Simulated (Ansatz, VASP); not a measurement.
One calculation of Sr, two programs

```
CELL_PARAMETERS angstrom
-2.68799 2.43199 2.43199
2.43199 -2.68799 2.43199
2.43199 2.43199 -2.68799
ATOMIC_POSITIONS crystal
Sr 0.00000 0.00000 0.00000
```

Alike in both runs: task single point; functional PBEsol; k mesh 16 × 16 × 16; occupations gaussian, width 0.15 eV; no spin polarisation.

|  | VASP | Ansatz |
| --- | --- | --- |
| version | VASP 6.6.1 | Ansatz 0.2.0 |
| potentials or method | VASP PAW PBE potentials, release 64 (Sr_sv), cutoff 520 eV | scalar-relativistic, plane waves, PAW |
| valence electrons in the cell | 10 | 10 |

```csv
,VASP,Ansatz,Ansatz less VASP
gap on the k mesh at the Fermi level (eV),none,none,-
pressure (GPa),-0.8,-0.8,-0.01
"traceless stress, the component that is largest in VASP (GPa)",1.66,1.66,-0.005
```

VASP's potentials were made for PBE, not for PBEsol. A gap of «none» marks a metal or a gap that the smearing closes.
